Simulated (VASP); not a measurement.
# C (Pmma) in VASP: notebook, part 2 of 2

VASP 6.6.1.

## Step 4: Single point, PBE+D3(BJ) (mode 8 frozen in at -0.024 Å and mode 12 at +0.024 Å (largest displacements))

INCAR reads:

```
SYSTEM = C
PREC     = Accurate       ! precision mode
ENCUT    = 520            ! plane-wave cutoff, eV
EDIFF    = 1E-7           ! SCF threshold, eV
ISMEAR   = 0              ! smearing method
SIGMA    = 0.15           ! smearing width, eV
LREAL    = .False.        ! projectors in reciprocal space
LASPH    = .True.         ! aspherical terms in the spheres
NELM     = 80             ! most SCF steps
ALGO     = Normal         ! electronic algorithm
ISIF     = 2              ! what is computed and relaxed
LWAVE    = .False.        ! write WAVECAR
LCHARG   = .False.        ! write CHGCAR
GGA      = PE             ! functional
IVDW     = 12             ! dispersion correction
NBANDS   = 16             ! bands
```

KPOINTS reads:

```
Automatic mesh
0
Gamma
  18 12 10
  0 0 0
```

POSCAR reads:

```
C
1.0
   -2.4646600698      0.0000000000      0.0000000000
    0.0000000000      0.0000000000     -3.5719696368
    0.0000000000     -4.2689164642      0.0000000000
C
4
Direct
    0.5000000000      0.0000000000      0.1666666667
    0.0000000000      0.0000000000      0.6554225957
    0.0000000000      0.0000000000      0.3333333333
    0.5000000000      0.0000000000      0.8445774043
```

Potentials or basis: VASP PAW PBE potentials, release 64 (C).

On the command line:

```bash
> cat potpaw_PBE.64/C/POTCAR > POTCAR
> mpirun -np 1 vasp_std > vasp.out
```

OUTCAR:

```text
SYSTEM = C
   PREC = Accurate
   ENCUT = 520
   EDIFF = 1E-7
   ISMEAR = 0
   LREAL = .False.
   LASPH = .True.
   NELM = 80
   ISIF = 2
   GGA = PE
   IVDW = 12
 IVDW          = 12

 ion  position               nearest neighbor table
   1  0.500  0.000  0.167-   4 1.37   3 1.42   3 1.42
   2  0.000  0.000  0.655-   3 1.37   4 1.47   4 1.47
   3  0.000  0.000  0.333-   2 1.37   1 1.42   1 1.42
   4  0.500  0.000  0.845-   1 1.37   2 1.47   2 1.47

  LATTYP: Found a simple orthorhombic cell.
 ALAT       =     2.4646600698
 B/A-ratio  =     1.4492747623
 C/A-ratio  =     1.7320508075

  Lattice vectors:

 A1 = (  -2.4646600698,   0.0000000000,   0.0000000000)
 A2 = (   0.0000000000,   0.0000000000,  -3.5719696368)
 A3 = (   0.0000000000,  -4.2689164642,   0.0000000000)

Analysis of symmetry for initial positions (statically):
=====================================================================
 Subroutine PRICEL returns:
 Original cell was already a primitive cell.

 Routine SETGRP: Setting up the symmetry group for a
 simple orthorhombic supercell.

 Subroutine GETGRP returns: Found  8 space group operations
 (whereof  4 operations were pure point group operations)
 out of a pool of  8 trial point group operations.

The static configuration has the point symmetry C_2v.
 The point group associated with its full space group is D_2h.

Analysis of symmetry for dynamics (positions and initial velocities):
=====================================================================
 Subroutine PRICEL returns:
 Original cell was already a primitive cell.

 Routine SETGRP: Setting up the symmetry group for a
 simple orthorhombic supercell.

 Subroutine GETGRP returns: Found  8 space group operations
 (whereof  4 operations were pure point group operations)
 out of a pool of  8 trial point group operations.

The dynamic configuration has the point symmetry C_2v.
 The point group associated with its full space group is D_2h.

 Subroutine INISYM returns: Found  8 space group operations
 (whereof  4 operations are pure point group operations),
 and found     1 'primitive' translations

----------------------------------------------------------------------------------------

                                     Primitive cell

  volume of cell :      37.5822

  direct lattice vectors                    reciprocal lattice vectors
    -2.464660070  0.000000000  0.000000000    -0.405735465  0.000000000  0.000000000
     0.000000000  0.000000000 -3.571969637     0.000000000  0.000000000 -0.279957587
     0.000000000 -4.268916464  0.000000000     0.000000000 -0.234251480  0.000000000

  length of vectors
     2.464660070  3.571969637  4.268916464     0.405735465  0.279957587  0.234251480

  position of ions in fractional coordinates (direct lattice)
     0.500000000  0.000000000  0.166666667
     0.000000000  0.000000000  0.655422596
     0.000000000  0.000000000  0.333333333
     0.500000000  0.000000000  0.844577404

  ion indices of the primitive-cell ions
   primitive index   ion index
                 1           1
                 2           2
                 3           3
[... 25 lines left out ...]

 Found    420 irreducible k-points:

 Following reciprocal coordinates:
            Coordinates               Weight
  0.000000  0.000000  0.000000      1.000000
  0.055556  0.000000  0.000000      2.000000
  0.111111  0.000000  0.000000      2.000000
  0.166667  0.000000  0.000000      2.000000
  0.222222  0.000000  0.000000      2.000000
  0.277778  0.000000  0.000000      2.000000
[... 16 lines left out ...]
  0.111111  0.166667  0.000000      4.000000
  0.166667  0.166667  0.000000      4.000000
 [... further k-points ...]
   k-points           NKPTS =    420   k-points in BZ     NKDIM =    420   number of bands    NBANDS=     16
   number of dos      NEDOS =    301   number of ions     NIONS =      4
   total plane-waves  NPLWV =  16128
   dimension x,y,z NGX =    18 NGY =   28 NGZ =   32
   dimension x,y,z NGXF=    36 NGYF=   56 NGZF=   64
   ions per type =               4
   NGX,Y,Z   is equivalent  to a cutoff of  12.14, 13.03, 12.46 a.u.
   NGXF,Y,Z  is equivalent  to a cutoff of  24.28, 26.06, 24.92 a.u.
 SYSTEM =  C
   PREC   = accura    normal or accurate (medium, high low for compatibility)
   ISTART =      0    job   : 0-new  1-cont  2-samecut
   ICHARG =      2    charge: 1-file 2-atom 10-const
   ISPIN  =      1    spin polarized calculation?
   LNONCOLLINEAR =      F non collinear calculations
   LSORBIT =      F    spin-orbit coupling
   LASPH  =      T    aspherical Exc in radial PAW
   ENCUT  =  520.0 eV  38.22 Ry    6.18 a.u.   4.58  6.64  7.94*2*pi/ulx,y,z
   NELM   =     80;   NELMIN=  2; NELMDL= -5     # of ELM steps
   EDIFF  = 0.1E-06   stopping-criterion for ELM
   LREAL  =      F    real-space projection
   EDIFFG = 0.1E-05   stopping-criterion for IOM
   NSW    =      0    number of steps for IOM
   IBRION =     -1    ionic relax: 0-MD 1-quasi-New 2-CG
   NFREE  =      0    steps in history (QN), initial steepest desc. (CG)
   ISIF   =      2    stress and relaxation
   ISYM   =      2    0-nonsym 1-usesym 2-fastsym
   POTIM  = 0.5000    time-step for ionic-motion
   TEBEG  =    0.0;   TEEND  =   0.0 temperature during run
   PSTRESS=    0.0 pullay stress
   NELECT =      16.0000    total number of electrons
   NUPDOWN=      -1.0000    fix difference up-down
   EMIN   =  10.00;   EMAX   =-10.00  energy-range for DOS
   EFERMI =   0.00;   METHOD = LEGACY
   ISMEAR =     0;   SIGMA  =   0.15  broadening in eV -4-tet -1-fermi 0-gaus
   EFERMI_NEDOS =   21; number of points for ismear=-14 and -15
   IALGO  =     38    algorithm
   IMIX   =      4    mixing-type and parameters
     AMIX     =   0.40;   BMIX     =  1.00
     AMIX_MAG =   1.60;   BMIX_MAG =  1.00
  volume/ion in A,a.u.               =       9.40        63.40
  Fermi-wavevector in a.u.,A,eV,Ry     =   1.231556  2.327303 20.636352  1.516729
  Thomas-Fermi vector in A             =   2.366360
   LORBIT       =      0    0 simple, 1 ext, 2 COOP (PROOUT), +10 PAW based schemes
   GGA     = PE    functional components
   LHFCALC =     F    Hartree Fock is set to
   AEXX    =    0.0000 exact exchange contribution
   IVDW    =    12    specifies the selected vdW correction
   LEPSILON=     F    determine dielectric tensor
   LRPA    =     F    only Hartree local field effects (RPA)
 non-spin polarized calculation
 Gauss-broadening in eV      SIGMA  =   0.15
  energy-cutoff  :      520.00
  volume of cell :       37.58
 maximum number of plane-waves:      1040
   NGX =  9   NGY = 13   NGZ = 15

 number of electron      16.0000003 magnetization

 Free energy of the ion-electron system (eV)
  ---------------------------------------------------
  ext. energy  EPLUGINS =         0.00000000
  ---------------------------------------------------
  free energy    TOTEN  =       -36.63964707 eV

  energy without entropy =      -36.63859298  energy(sigma->0) =      -36.63912002

 E-fermi :   4.1501     XC(G=0):  -9.8783

 val. band max:        4.1019966541   @ k =   0.3333   0.4167   0.0000
 cond. band min:       4.2126411810   @ k =   0.2778   0.3333   0.0000
 fundamental gap:      0.1106445269
 Fermi energy:         4.1501022246

 k-point     1 :       0.0000    0.0000    0.0000
  band No.  band energies     occupation
      1     -15.4673      2.00000
      2      -9.9545      2.00000
      3      -9.5461      2.00000
      4      -2.7284      2.00000
      5      -2.0498      2.00000
      6       0.4532      2.00000
[... 433 lines left out ...]
      3      -9.1416      2.00000
      4      -3.8796      2.00000
      5      -2.5622      2.00000
      6      -0.4869      2.00000
[... 8 lines left out ...]
     15      15.7929      0.00000
     16      16.4842      0.00000

 [... further k-points ...]

------------------------ aborting loop because EDIFF is reached ----------------------------------------

 Edisp (eV)   -0.57893

 E8    (eV) :    -0.1627

  FORCE on cell =-STRESS in cart. coord.  units (eV):
  Direction    XX          YY          ZZ          XY          YZ          ZX
  --------------------------------------------------------------------------------------
  -------------------------------------------------------------------------------------
  Total      -0.35649     1.70260    -0.03717     0.00000     0.00000     0.00000
  in kB     -15.19745    72.58415    -1.58439     0.00000     0.00000     0.00000
  external pressure =       18.60 kB  Pullay stress =        0.00 kB

 VOLUME and BASIS-vectors are now :
 -----------------------------------------------------------------------------
  energy-cutoff  :      520.00
  volume of cell :       37.58
      direct lattice vectors                 reciprocal lattice vectors
    -2.464660070  0.000000000  0.000000000    -0.405735465  0.000000000  0.000000000
     0.000000000  0.000000000 -3.571969637     0.000000000  0.000000000 -0.279957587
     0.000000000 -4.268916464  0.000000000     0.000000000 -0.234251480  0.000000000

 POSITION                                       TOTAL-FORCE (eV/Angst)
 -----------------------------------------------------------------------------------
     -1.23233     -0.71149      0.00000         0.000000     -0.855776      0.000000
      0.00000     -2.79794      0.00000         0.000000     -4.524523      0.000000
      0.00000     -1.42297      0.00000         0.000000      0.855776      0.000000
     -1.23233     -3.60543      0.00000         0.000000      4.524523      0.000000
 -----------------------------------------------------------------------------------
    total drift:                               -0.000000     -0.000000      0.000000

  FREE ENERGIE OF THE ION-ELECTRON SYSTEM (eV)
  ---------------------------------------------------
  free  energy   TOTEN  =       -37.2185742356 eV

  energy  without entropy=      -37.2175201438  energy(sigma->0) =      -37.21804719
```

It took 2.3 min on 1 thread of Intel Xeon Platinum 8488C (Sapphire Rapids), shared host; peak memory 0.29 GiB.

What came out:

- Free energy: -37.2186 eV
- Pressure: 1.9 GPa
- Largest force: 4.525 eV/Å
- Band gap on the k mesh: zero (band 8 reaches 4.31 eV, above the bottom of band 9 at 4.01 eV)
- Dispersion energy per atom: -0.145 eV

Forces on the atoms (eV/Å):
```
C    0.000 -0.856  0.000
C    0.000 -4.525  0.000
C    0.000  0.856  0.000
C    0.000  4.525  0.000
```

Levels at points of the mesh, in eV from the Fermi level:
```csv
k point,band 4,band 5,band 6,band 7,band 8,band 9,band 10,band 11,band 12,band 13
"(0.00, 0.00, 0.00)",-6.88,-6.20,-3.70,-2.20,-1.45,1.77,3.85,7.36,7.36,9.30
"(0.50, 0.00, 0.00)",-10.20,-9.30,-9.30,-2.31,-2.31,3.57,3.57,9.23,9.23,10.99
"(0.00, 0.50, 0.00)",-8.29,-6.17,-3.68,-2.48,-2.18,0.56,7.41,7.60,9.18,9.38
"(0.50, 0.50, 0.00)",-10.11,-9.23,-9.23,-3.40,-3.40,2.73,2.73,10.20,10.20,11.38
"(0.00, 0.00, 0.50)",-7.55,-5.38,-5.20,-4.92,-4.05,5.62,5.75,7.14,7.72,8.03
"(0.50, 0.00, 0.50)",-13.02,-6.52,-6.52,-2.03,-2.03,2.68,2.68,7.07,7.07,10.90
"(0.00, 0.50, 0.50)",-7.49,-6.69,-6.29,-5.17,-4.02,6.50,7.08,8.16,8.75,10.61
"(0.50, 0.50, 0.50)",-12.91,-6.49,-6.49,-3.00,-3.00,1.35,1.35,7.31,7.31,13.09
```

Caveat: the cell differs from its parent crystal (mode 8 frozen in at -0.024 Å and mode 12 at +0.024 Å (largest displacements)); forces of over 1 eV/Å act on the atoms, so gaps and moduli don't describe the material at rest.

## Step 5: Single point, PBE+D3(BJ) (mode 8 frozen in at -0.024 Å and mode 12 at +0.048 Å (largest displacements))

INCAR reads:

```
SYSTEM = C
PREC = Accurate
ENCUT = 520
EDIFF = 1E-6
ISMEAR = 0
SIGMA = 0.15
LREAL = .False.
LASPH = .True.
NELM = 60
ALGO = Normal
ISIF = 2
LWAVE = .False.
LCHARG = .False.
GGA = PE
IVDW = 12
NBANDS = 16
```

KPOINTS is that of step 4.

POSCAR reads:

```
C
1.0
   -2.4646600698      0.0000000000      0.0000000000
    0.0000000000      0.0000000000     -3.5719696368
    0.0000000000     -4.2689164642      0.0000000000
C
4
Direct
    0.5000000000      0.0000000000      0.1610446312
    0.0000000000      0.0000000000      0.6498005601
    0.0000000000      0.0000000000      0.3389553688
    0.5000000000      0.0000000000      0.8501994399
```

On the command line:

```bash
> cat potpaw_PBE.64/C/POTCAR > POTCAR
> mpirun -np 1 vasp_std > vasp.out
```

It took 1.8 min on 1 thread of Intel Xeon Platinum 8488C (Sapphire Rapids), shared host; peak memory 0.29 GiB.

It converged, with:

| Property | Result |
| --- | --- |
| Free energy | -36.8179 eV |
| Pressure | 5.2 GPa |
| Largest force | 7.459 eV/Å |
| Band gap on the k mesh | zero (band 8 reaches 4.45 eV, above the bottom of band 9 at 3.66 eV) |
| Dispersion energy per atom | -0.145 eV |

Forces in eV/Å, atoms in the order of the input:
```
C    0.000 -3.975  0.000
C    0.000 -7.459  0.000
C    0.000  3.975  0.000
C    0.000  7.459  0.000
```

Stress tensor (GPa, compression positive):
```
-2.55  0.00  0.00
 0.00 18.29  0.00
 0.00  0.00 -0.26
```

Levels at points of the mesh, in eV from the Fermi level:
| k point | band 5 | band 6 | band 7 | band 8 | band 9 | band 10 | band 11 | band 12 |
| --- | --- | --- | --- | --- | --- | --- | --- | --- |
| (0.00, 0.00, 0.00) | -5.80 | -4.23 | -1.35 | -0.93 | 1.29 | 3.97 | 6.58 | 7.66 |
| (0.50, 0.00, 0.00) | -9.42 | -9.42 | -2.37 | -2.37 | 4.03 | 4.03 | 9.14 | 9.14 |
| (0.00, 0.50, 0.00) | -5.77 | -4.21 | -2.01 | -1.33 | 0.17 | 6.62 | 7.91 | 9.27 |
| (0.50, 0.50, 0.00) | -9.35 | -9.35 | -3.42 | -3.42 | 3.16 | 3.16 | 10.10 | 10.10 |
| (0.00, 0.00, 0.50) | -5.25 | -4.79 | -4.68 | -3.57 | 5.74 | 5.88 | 7.13 | 7.68 |
| (0.50, 0.00, 0.50) | -6.47 | -6.47 | -2.12 | -2.12 | 3.14 | 3.14 | 6.87 | 6.87 |
| (0.00, 0.50, 0.50) | -6.56 | -6.16 | -4.65 | -3.54 | 6.51 | 7.05 | 8.58 | 9.16 |
| (0.50, 0.50, 0.50) | -6.43 | -6.43 | -3.07 | -3.07 | 1.75 | 1.75 | 7.10 | 7.10 |

Caveat: the cell differs from its parent crystal (mode 8 frozen in at -0.024 Å and mode 12 at +0.048 Å (largest displacements)); forces of over 1 eV/Å act on the atoms, so gaps and moduli don't describe the material at rest.
